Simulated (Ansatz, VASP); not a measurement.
**BN in VASP and in Ansatz**

File POSCAR:

```
BN
1.0
    2.5312302487      0.0000000000      0.0000000000
   -1.2656151244      2.1921096982      0.0000000000
    0.0000000000      0.0000000000      4.1867762627
B N
2 2
Direct
    0.3333333333      0.6666666667      0.0002584899
    0.6666666667      0.3333333333      0.5002584899
    0.3333333333      0.6666666667      0.3747415101
    0.6666666667      0.3333333333      0.8747415101
```

Contents of INCAR.step1:

```
PREC = Accurate
ENCUT = 520
ISMEAR = 0
SIGMA = 0.01
LREAL = F
LASPH = T
NELM = 60
NBANDS = 16
GGA = PE
ALGO = Normal
EDIFF = 1E-4
LWAVE = T
LCHARG = F
```

The input INCAR.step2:

```
PREC = Accurate
ENCUT = 520
EDIFF = 1E-6
ISMEAR = 0
SIGMA = 0.01
LREAL = F
LASPH = T
NELM = 60
ALGO = Normal
ISIF = 2
LWAVE = F
LCHARG = F
METAGGA = R2SCAN
LMIXTAU = T
NBANDS = 16
ISTART = 1
```

KPOINTS

```
Automatic mesh
0
Gamma
  12 12 6
```

Input for Ansatz:

```yaml
crystal:
  lattice:
    - [2.5312302487, 0.0, 0.0]
    - [-1.2656151244, 2.1921096982, 0.0]
    - [0.0, 0.0, 4.1867762627]
  atoms:
    - { symbol: B, position: [0.3333333333, 0.6666666667, 0.0002584899] }
    - { symbol: B, position: [0.6666666667, 0.3333333333, 0.5002584899] }
    - { symbol: "N", position: [0.3333333333, 0.6666666667, 0.3747415101] }
    - { symbol: "N", position: [0.6666666667, 0.3333333333, 0.8747415101] }
kpoints:
  mp_grid: { grid: [12, 12, 6] }
  band_path:
    path:
      - [0.0, 0.0, 0.0]
      - [0.5, 0.0, 0.0]
      - [0.3333333333, 0.3333333333, 0.0]
      - [0.0, 0.0, 0.5]
      - [0.5, 0.0, 0.5]
      - [0.3333333333, 0.3333333333, 0.5]
      - [0.1, 0.0, 0.0]
    npoints: 1
hamiltonian:
  xc: r2scan
scf:
  occupations: { method: fixed }
  n_extra_bands: 5
output:
  forces: true
  stress: true
  eigenvalues: true
```

Change from the starting cell: hydrostatic strain -0.5%.

Alike in both runs: task single point; functional r2SCAN; k mesh 12 × 12 × 6; no spin polarisation.

|  | VASP | Ansatz |
| --- | --- | --- |
| version | VASP 6.6.1 | Ansatz 0.2.0 |
| potentials or method | VASP PAW PBE potentials, release 64 (B, N) | plane waves, PAW |
| plane-wave cutoff (eV) | 520 | 500 |
| occupations | gaussian, width 0.01 eV | fixed |
| valence electrons in the cell | 16 | 16 |

Ansatz gave:

```
gap on the k mesh at the Fermi level (eV) : 5.72
pressure (GPa)                            : 6.1
```

**Question.** What did VASP give for the same quantities?

**Answer.** gap on the k mesh at the Fermi level (eV): 5.69; pressure (GPa): 7.2.

VASP's potentials were made for PBE, not for r2SCAN.
